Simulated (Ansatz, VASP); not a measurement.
One calculation of BaO, two programs

File INCAR:

```
ALGO = Normal ; EDIFF = 1E-6
ENCUT = 1340 ; GGA = PS
GGA_COMPAT = F ; ISIF = 2
ISMEAR = 0 ; LASPH = T
LCHARG = F ; LREAL = F
LWAVE = F ; NBANDS = 15
NELM = 120 ; PREC = Accurate
SIGMA = 0.1
```

KPOINTS

```
k-points
0
Gamma
  6 6 6
```

Contents of POSCAR:

```
BaO
1.0
    0.0000000000      2.7903917100      2.7903917100
    2.7903917100      0.0000000000      2.7903917100
    2.7903917100      2.7903917100      0.0000000000
Ba O
1 1
Direct
    0.0000000000      0.0000000000      0.0000000000
    0.5000000000      0.5000000000      0.5000000000
```

Input for Ansatz:

```yaml
crystal:
  lattice:
    - [0.0, 2.79039171, 2.79039171]
    - [2.79039171, 0.0, 2.79039171]
    - [2.79039171, 2.79039171, 0.0]
  atoms:
    - { symbol: Ba, position: [0.0, 0.0, 0.0] }
    - { symbol: O, position: [0.5, 0.5, 0.5] }
basis:
  ecutwfc: 420
kpoints:
  mp_grid: { grid: [6, 6, 6] }
hamiltonian:
  xc: pbesol
scf:
  occupations: { method: gaussian, width: 0.1 }
output:
  forces: true
  stress: true
  eigenvalues: true
```

Alike in both runs: task single point; functional PBEsol; k mesh 6 × 6 × 6; occupations gaussian, width 0.1 eV; no spin polarisation.

```csv
,VASP,Ansatz
version,VASP 6.6.1,Ansatz 0.2.0
potentials or method,"VASP PAW PBE potentials, release 64 (Ba_sv, O_h), cutoff 1340 eV","scalar-relativistic, plane waves, PAW"
valence electrons in the cell,16,16
```

|  | VASP | Ansatz | Ansatz less VASP |
| --- | --- | --- | --- |
| gap on the k mesh at the Fermi level (eV) | 1.95 | 2.01 | +0.062 |
| least direct gap on the mesh (eV) | 1.95 | 2.01 | +0.062 |
| pressure (GPa) | -1.9 | -3.4 | -1.53 |

VASP's potentials were made for PBE, not for PBEsol. With one functional, cell and mesh, what is left measures potentials, basis and numerics.

Spin-orbit coupling is off throughout.
